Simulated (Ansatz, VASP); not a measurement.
# Two plane-wave programs on CrCo

```
Cr Co
1.0
     0.00000    2.31619    2.31619
     2.31619    0.00000    2.31619
     2.31619    2.31619    0.00000
Cr Co
1 1
Direct
  0.50000 0.50000 0.50000
  0.00000 0.00000 0.00000
```

Change from the starting cell: species swapped into the AlN type (Fm-3m, No. 225).

Alike in both runs: functional PBE; k mesh 20 × 20 × 20; occupations gaussian, width 0.1 eV; collinear spin.

Ansatz relaxed the structure, and its values are those at the end. VASP's run is a single point on that final structure, the one shown.

|  | VASP | Ansatz |
| --- | --- | --- |
| version | VASP 6.6.1 | Ansatz 0.2.0 |
| potentials or method | VASP PAW PBE potentials, release 64 (Cr_pv, Co), cutoff 520 eV | scalar-relativistic, plane waves, PAW |
| valence electrons in the cell | 21 | 31 |

Ansatz gave:

```
gap on the k mesh at the Fermi level (eV)                     : none
pressure (GPa)                                                : 0.0
net moment per atom (μB)                                      : 0.43
size of the moment on the site where the two differ most (μB) : 0.91
```

Estimate VASP's values.

gap on the k mesh at the Fermi level (eV): none; pressure (GPa): -0.3; net moment per atom (μB): 0.45; size of the moment on the site where the two differ most (μB): 1.03.

Site moments also hang on the region over which each program counts them. A gap of «none» marks a metal or a gap that the smearing closes. VASP's potentials hold 21 valence electrons a cell and Ansatz's 31, so a difference there can come from the potentials and not from the codes.
